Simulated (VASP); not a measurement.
# V in VASP: a series of runs

The runs below take V through single point, with PBEsol.

Everything below comes from runs of VASP 6.6.1. Logs are shortened: lines on timing, memory, paths and dates and some standing lists are left out, and cuts for length are marked.

**1. The cell of the first run**

Symmetry: Im-3m, No. 229, cubic system. The conventional cell has a = 2.959 Å, b = 2.959 Å, c = 2.959 Å, α = 90.00°, β = 90.00°, γ = 90.00°. Within 3.4 Å of V (site symmetry m-3m) lie 14 V at 2.56 to 2.96 Å.

**2. Single point, PBEsol**

File INCAR:

```
SYSTEM = V
ALGO = Fast
EDIFF = 1E-6
ENCUT = 520
GGA = PS
ISIF = 2
ISMEAR = 0
LASPH = .True.
LCHARG = .True.
LELF = .True.
LREAL = .False.
LVHAR = .True.
LWAVE = .False.
NBANDS = 20
NELM = 60
PREC = Accurate
SIGMA = 0.1
```

File KPOINTS:

```
k-points
0
Gamma
  14 14 14
  0 0 0
```

File POSCAR:

```
V
1.0
    2.9588544379      0.0000000000      0.0000000000
    0.0000000000      2.9588544379      0.0000000000
    0.0000000000      0.0000000000      2.9588544379
V
2
Direct
    0.0000000000      0.0000000000      0.0000000000
    0.5000000000      0.5000000000      0.5000000000
```

Potentials or basis: VASP PAW PBE potentials, release 64 (V_sv).

On the command line:

```
cat potpaw_PBE.64/V_sv/POTCAR > POTCAR
mpirun -np 1 vasp_std > vasp.out
```

OUTCAR:

```text
SYSTEM = V
   EDIFF = 1E-6
   ENCUT = 520
   GGA = PS
   ISIF = 2
   ISMEAR = 0
   LASPH = .True.
   LREAL = .False.
   NELM = 60
   PREC = Accurate

 ion  position               nearest neighbor table
   1  0.000  0.000  0.000-   2 2.56   2 2.56   2 2.56   2 2.56   2 2.56   2 2.56   2 2.56   2 2.56

   2  0.500  0.500  0.500-   1 2.56   1 2.56   1 2.56   1 2.56   1 2.56   1 2.56   1 2.56   1 2.56

  LATTYP: Found a simple cubic cell.
 ALAT       =     2.9588544379

  Lattice vectors:

 A1 = (   2.9588544379,   0.0000000000,   0.0000000000)
 A2 = (   0.0000000000,   2.9588544379,   0.0000000000)
 A3 = (   0.0000000000,   0.0000000000,   2.9588544379)

Analysis of symmetry for initial positions (statically):
=====================================================================
 Subroutine PRICEL returns following result:

  LATTYP: Found a body centered cubic cell.
 ALAT       =     2.9588544379

  Lattice vectors:

 A1 = (   1.4794272189,   1.4794272190,  -1.4794272189)
 A2 = (  -1.4794272189,   1.4794272189,   1.4794272189)
 A3 = (   1.4794272189,  -1.4794272189,   1.4794272190)

   2 primitive cells build up your supercell.

 Routine SETGRP: Setting up the symmetry group for a
 simple cubic supercell.

 Subroutine GETGRP returns: Found 48 space group operations
 (whereof 48 operations were pure point group operations)
 out of a pool of 48 trial point group operations.

The static configuration has the point symmetry O_h .

Analysis of symmetry for dynamics (positions and initial velocities):
=====================================================================
 Subroutine PRICEL returns following result:

  LATTYP: Found a body centered cubic cell.
 ALAT       =     2.9588544379

  Lattice vectors:

 A1 = (   1.4794272189,   1.4794272190,  -1.4794272189)
 A2 = (  -1.4794272189,   1.4794272189,   1.4794272189)
 A3 = (   1.4794272189,  -1.4794272189,   1.4794272190)

   2 primitive cells build up your supercell.

 Routine SETGRP: Setting up the symmetry group for a
 simple cubic supercell.

 Subroutine GETGRP returns: Found 48 space group operations
 (whereof 48 operations were pure point group operations)
 out of a pool of 48 trial point group operations.

The dynamic configuration has the point symmetry O_h .

 Subroutine INISYM returns: Found 48 space group operations
 (whereof 48 operations are pure point group operations),
 and found     2 'primitive' translations

----------------------------------------------------------------------------------------

                                     Primitive cell

  volume of cell :      12.9521

  direct lattice vectors                    reciprocal lattice vectors
     1.479427219  1.479427219 -1.479427219     0.337968637  0.337968637  0.000000000
    -1.479427219  1.479427219  1.479427219    -0.000000000  0.337968637  0.337968637
     1.479427219 -1.479427219  1.479427219     0.337968637  0.000000000  0.337968637

  length of vectors
     2.562443109  2.562443109  2.562443109     0.477959829  0.477959829  0.477959829

  position of ions in fractional coordinates (direct lattice)
     0.000000000  0.000000000  0.000000000

  ion indices of the primitive-cell ions
   primitive index   ion index
                 1           1

----------------------------------------------------------------------------------------

 KPOINTS: k-points

Automatic generation of k-mesh.
 Grid dimensions read from file:
 generate k-points for:   14   14   14

 Generating k-lattice:

  Cartesian coordinates                     Fractional coordinates (reciprocal lattice)
     0.024140617  0.000000000  0.000000000     0.071428571  0.000000000  0.000000000
     0.000000000  0.024140617  0.000000000     0.000000000  0.071428571  0.000000000
     0.000000000  0.000000000  0.024140617     0.000000000  0.000000000  0.071428571

  Length of vectors
     0.024140617  0.024140617  0.024140617

  Shift w.r.t. Gamma in fractional coordinates (k-lattice)
     0.000000000  0.000000000  0.000000000

 Subroutine IBZKPT returns following result:
 ===========================================

 Found    120 irreducible k-points:

 Following reciprocal coordinates:
            Coordinates               Weight
  0.000000  0.000000  0.000000      1.000000
  0.071429  0.000000  0.000000      6.000000
  0.142857  0.000000  0.000000      6.000000
  0.214286  0.000000  0.000000      6.000000
  0.285714  0.000000  0.000000      6.000000
  0.357143  0.000000  0.000000      6.000000
[... 16 lines left out ...]
  0.285714  0.214286  0.000000     24.000000
  0.357143  0.214286  0.000000     24.000000
 [... further k-points ...]
   k-points           NKPTS =    120   k-points in BZ     NKDIM =    120   number of bands    NBANDS=     20
   number of dos      NEDOS =    301   number of ions     NIONS =      2
   total plane-waves  NPLWV =  13824
   dimension x,y,z NGX =    24 NGY =   24 NGZ =   24
   dimension x,y,z NGXF=    48 NGYF=   48 NGZF=   48
   ions per type =               2
   NGX,Y,Z   is equivalent  to a cutoff of  13.48, 13.48, 13.48 a.u.
   NGXF,Y,Z  is equivalent  to a cutoff of  26.97, 26.97, 26.97 a.u.
 SYSTEM =  V
   PREC   = accura    normal or accurate (medium, high low for compatibility)
   ISTART =      0    job   : 0-new  1-cont  2-samecut
   ICHARG =      2    charge: 1-file 2-atom 10-const
   ISPIN  =      1    spin polarized calculation?
   LNONCOLLINEAR =      F non collinear calculations
   LSORBIT =      F    spin-orbit coupling
   LASPH  =      T    aspherical Exc in radial PAW
   ENCUT  =  520.0 eV  38.22 Ry    6.18 a.u.   5.50  5.50  5.50*2*pi/ulx,y,z
   NELM   =     60;   NELMIN=  2; NELMDL= -5     # of ELM steps
   EDIFF  = 0.1E-05   stopping-criterion for ELM
   LREAL  =      F    real-space projection
   EDIFFG = 0.1E-04   stopping-criterion for IOM
   NSW    =      0    number of steps for IOM
   IBRION =     -1    ionic relax: 0-MD 1-quasi-New 2-CG
   NFREE  =      0    steps in history (QN), initial steepest desc. (CG)
   ISIF   =      2    stress and relaxation
   ISYM   =      2    0-nonsym 1-usesym 2-fastsym
   POTIM  = 0.5000    time-step for ionic-motion
   TEBEG  =    0.0;   TEEND  =   0.0 temperature during run
   PSTRESS=    0.0 pullay stress
   NELECT =      26.0000    total number of electrons
   NUPDOWN=      -1.0000    fix difference up-down
   EMIN   =  10.00;   EMAX   =-10.00  energy-range for DOS
   EFERMI =   0.00;   METHOD = LEGACY
   ISMEAR =     0;   SIGMA  =   0.10  broadening in eV -4-tet -1-fermi 0-gaus
   EFERMI_NEDOS =   21; number of points for ismear=-14 and -15
   IALGO  =     68    algorithm
   IMIX   =      4    mixing-type and parameters
     AMIX     =   0.40;   BMIX     =  1.00
     AMIX_MAG =   1.60;   BMIX_MAG =  1.00
  volume/ion in A,a.u.               =      12.95        87.41
  Fermi-wavevector in a.u.,A,eV,Ry     =   1.639113  3.097475 36.554676  2.686693
  Thomas-Fermi vector in A             =   2.729973
   LORBIT       =      0    0 simple, 1 ext, 2 COOP (PROOUT), +10 PAW based schemes
   GGA     = PS    functional components
   LHFCALC =     F    Hartree Fock is set to
   AEXX    =    0.0000 exact exchange contribution
   IVDW    =     0    specifies the selected vdW correction
   LEPSILON=     F    determine dielectric tensor
   LRPA    =     F    only Hartree local field effects (RPA)
 non-spin polarized calculation
 RMM-DIIS sequential band-by-band and
 Gauss-broadening in eV      SIGMA  =   0.10
  energy-cutoff  :      520.00
  volume of cell :       25.90
 maximum number of plane-waves:       739
 NGX is ok and might be reduce to    24
   NGX = 11   NGY = 11   NGZ = 11

 number of electron      26.0000010 magnetization

 Free energy of the ion-electron system (eV)
  ---------------------------------------------------
  ext. energy  EPLUGINS =         0.00000000
  ---------------------------------------------------
  free energy    TOTEN  =       -19.27868244 eV

  energy without entropy =      -19.26242652  energy(sigma->0) =      -19.27055448

 E-fermi :  10.0539     XC(G=0): -13.2746

 val. band max:       10.0533599178   @ k =   0.5000   0.1429   0.1429
 cond. band min:      10.0547334457   @ k =   0.4286   0.0000   0.0000
 fundamental gap:      0.0013735278
 Fermi energy:        10.0538974292

 k-point     1 :       0.0000    0.0000    0.0000
  band No.  band energies     occupation
      1     -53.3736      2.00000
      2     -52.9780      2.00000
      3     -27.4052      2.00000
      4     -27.4052      2.00000
      5     -27.4052      2.00000
      6     -26.7063      2.00000
[... 12 lines left out ...]
     19      13.9957      0.00000
     20      20.6074      0.00000

 k-point     2 :       0.0714    0.0000    0.0000
  band No.  band energies     occupation
      1     -53.3678      2.00000
      2     -52.9820      2.00000
      3     -27.4063      2.00000
      4     -27.3960      2.00000
      5     -27.3960      2.00000
      6     -26.7253      2.00000
[... 12 lines left out ...]
     19      13.9451      0.00000
     20      20.1564      0.00000

 k-point     3 :       0.1429    0.0000    0.0000
  band No.  band energies     occupation
      1     -53.3509      2.00000
      2     -52.9942      2.00000
      3     -27.4078      2.00000
      4     -27.3687      2.00000
      5     -27.3687      2.00000
      6     -26.7798      2.00000
[... 12 lines left out ...]
     19      13.7972      0.00000
     20      19.0689      0.00000

 k-point     4 :       0.2143    0.0000    0.0000
  band No.  band energies     occupation
      1     -53.3239      2.00000
      2     -53.0142      2.00000
      3     -27.4059      2.00000
      4     -27.3250      2.00000
      5     -27.3250      2.00000
      6     -26.8625      2.00000
[... 429 lines left out ...]
 k-point    23 :       0.2857    0.2143    0.0000
  band No.  band energies     occupation
      1     -53.2546      2.00000
      2     -53.0611      2.00000
      3     -27.5636      2.00000
      4     -27.2331      2.00000
      5     -27.2137      2.00000
      6     -27.0684      2.00000
[... 12 lines left out ...]
     19      14.1260      0.00000
     20      17.1526      0.00000

 k-point    24 :       0.3571    0.2143    0.0000
  band No.  band energies     occupation
      1     -53.2215      2.00000
      2     -53.0868      2.00000
      3     -27.5702      2.00000
      4     -27.3413      2.00000
      5     -27.1589      2.00000
      6     -26.9932      2.00000
[... 12 lines left out ...]
     19      13.9630      0.00000
     20      15.9061      0.00000

 [... further k-points ...]

------------------------ aborting loop because EDIFF is reached ----------------------------------------

  FORCE on cell =-STRESS in cart. coord.  units (eV):
  Direction    XX          YY          ZZ          XY          YZ          ZX
  --------------------------------------------------------------------------------------
  -------------------------------------------------------------------------------------
  Total        0.0324125      0.0324125      0.0324125     -0.0000000     -0.0000000      0.0000000
  in kB        2.0047114      2.0047114      2.0047114     -0.0000000     -0.0000000      0.0000000
  external PRESSURE =       2.0047114 kB  Pullay stress =       0.0000000 kB

 VOLUME and BASIS-vectors are now :
 -----------------------------------------------------------------------------
  energy-cutoff  :      520.00
  volume of cell :       25.90
      direct lattice vectors                 reciprocal lattice vectors
     2.958854438  0.000000000  0.000000000     0.337968637  0.000000000  0.000000000
     0.000000000  2.958854438  0.000000000     0.000000000  0.337968637  0.000000000
     0.000000000  0.000000000  2.958854438     0.000000000  0.000000000  0.337968637

 POSITION                                       TOTAL-FORCE (eV/Angst)
 -----------------------------------------------------------------------------------
      0.00000      0.00000      0.00000        -0.000000     -0.000000      0.000000
      1.47943      1.47943      1.47943         0.000000      0.000000     -0.000000
 -----------------------------------------------------------------------------------
    total drift:                                0.000000      0.000000     -0.000000

  FREE ENERGIE OF THE ION-ELECTRON SYSTEM (eV)
  ---------------------------------------------------
  free  energy   TOTEN  =       -19.2786824379 eV

  energy  without entropy=      -19.2624265221  energy(sigma->0) =      -19.27055448
```

Run time: 48 s. Hardware: 1 thread of Intel Xeon 8259CL, shared host; peak memory 0.17 GiB.

Results:

| Item | Value |
| --- | --- |
| Free energy | -19.2787 eV |
| Pressure | 0.2 GPa |
| Band gap on the k mesh | zero (bands 13 and 14 overlap by 2.95 eV) |

Caveat: the PAW data sets were made with another functional, which shifts forces and pressure a little.

(Continued in part 2 of 2.)
